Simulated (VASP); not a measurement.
A run of VASP 6.6.1:

The input INCAR:

```
ALGO = Normal
EDIFF = 1E-6
ENCUT = 520
GGA = CA
ISIF = 2
ISMEAR = 0
LASPH = T
LCHARG = F
LREAL = F
LWAVE = F
NBANDS = 33
NELM = 100
PREC = Accurate
SIGMA = 0.01
```

File KPOINTS:

```
k-points
0
Gamma
  6 6 9
```

Contents of POSCAR:

```
TiO2
1.0
    4.5922000000      0.0000000000      0.0000000000
    0.0000000000      4.5922000000      0.0000000000
    0.0000000000      0.0000000000      2.9574000000
Ti O
2 4
Direct
    0.0000000000      0.0000000000      0.0000000000
    0.5000000000      0.5000000000      0.5000000000
    0.3052227122      0.3052227122      0.0000000000
    0.1947772878      0.8052227122      0.5000000000
    0.6947772878      0.6947772878      0.0000000000
    0.8052227122      0.1947772878      0.5000000000
```

Potentials or basis: VASP PAW LDA potentials, release 64 (Ti_sv, O).

Command:

```sh
$ cat potpaw_LDA.64/Ti_sv/POTCAR potpaw_LDA.64/O/POTCAR > POTCAR
$ mpirun -np 1 vasp_std > vasp.out
```

Hardware: 1 thread of Intel(R) Xeon(R) Platinum 8488C (Sapphire Rapids) (shared host).

**Question.** Estimate the wall time of this run.

**Answer.** Wall time 65 s on 1 thread of Intel(R) Xeon(R) Platinum 8488C (Sapphire Rapids) (shared host), peak memory 0.2 GiB. Counts: scf iterations 16, k points 50.
